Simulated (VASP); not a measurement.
Write the native input for VASP 6.6.1 that does the following.

- Task: single point
- Functional: r2SCAN
- Potentials or basis: VASP PAW PBE potentials, release 64 (Ga_d, N)
- Cutoff: 520 eV
- k mesh: 8 × 8 × 4
- Occupations: gaussian, width 0.01 eV
- Spin: no spin polarisation
- Dipole correction: no
- Further INCAR settings: ALGO = Normal; EDIFF = 1e-06; NBANDS = 26

The system is GaN.

```
CELL_PARAMETERS angstrom
3.21493 0.00000 0.00000
-1.60747 2.78421 0.00000
0.00000 0.00000 5.15904
ATOMIC_POSITIONS crystal
Ga 0.33333 0.66667 0.99793
Ga 0.66667 0.33333 0.49793
N 0.33333 0.66667 0.37707
N 0.66667 0.33333 0.87707
```

This cell differs from its parent crystal: in-plane strain +0.01, then relaxed in part.

These files were run (other wordings do the same):

POSCAR

```
GaN
1.0
    3.2149335838      0.0000000000      0.0000000000
   -1.6074667919      2.7842141550      0.0000000000
    0.0000000000      0.0000000000      5.1590415469
Ga N
2 2
Direct
    0.3333333333      0.6666666667     -0.0020697959
    0.6666666667      0.3333333333      0.4979302041
    0.3333333333      0.6666666667      0.3770697959
    0.6666666667      0.3333333333      0.8770697959
```

INCAR.step1

```
SYSTEM = GaN
  ALGO = Normal
  EDIFF = 1E-4
  ENCUT = 520
  GGA = PE
  ISMEAR = 0
  LASPH = .True.
  LCHARG = .False.
  LREAL = .False.
  LWAVE = .True.
  NBANDS = 26
  NELM = 100
  PREC = Accurate
  SIGMA = 0.01
```

INCAR.step2

```
SYSTEM = GaN
  ALGO = Normal
  EDIFF = 1E-6
  ENCUT = 520
  ISIF = 2
  ISMEAR = 0
  ISTART = 1
  LASPH = .True.
  LCHARG = .False.
  LMIXTAU = .True.
  LREAL = .False.
  LWAVE = .False.
  METAGGA = R2SCAN
  NBANDS = 26
  NELM = 100
  PREC = Accurate
  SIGMA = 0.01
```

KPOINTS

```
k-points
0
Gamma
  8 8 4
  0 0 0
```

Potentials or basis: VASP PAW PBE potentials, release 64 (Ga_d, N).

Launch:

```bash
$ cat potpaw_PBE.64/Ga_d/POTCAR potpaw_PBE.64/N/POTCAR > POTCAR
$ cp INCAR.step1 INCAR
$ mpirun -np 1 vasp_std > vasp.out
$ cp INCAR.step2 INCAR
$ mpirun -np 1 vasp_std > vasp.out
```

It gave:

| Quantity | Value |
| --- | --- |
| Pressure | -1.9 GPa |
| Largest force | 0.009 eV/Å |
| Band gap on the k mesh | 2.24 eV, direct |

Caveat: the cell differs from its parent crystal (in-plane strain +0.01, then relaxed in part); the PAW data sets were made with another functional, which shifts forces and pressure a little.

Wall time 2 min on 1 thread of Intel(R) Xeon(R) Platinum 8175M CPU @ 2.50GHz (Skylake/Cascade Lake), on a shared host, peak memory 0.18 GiB.
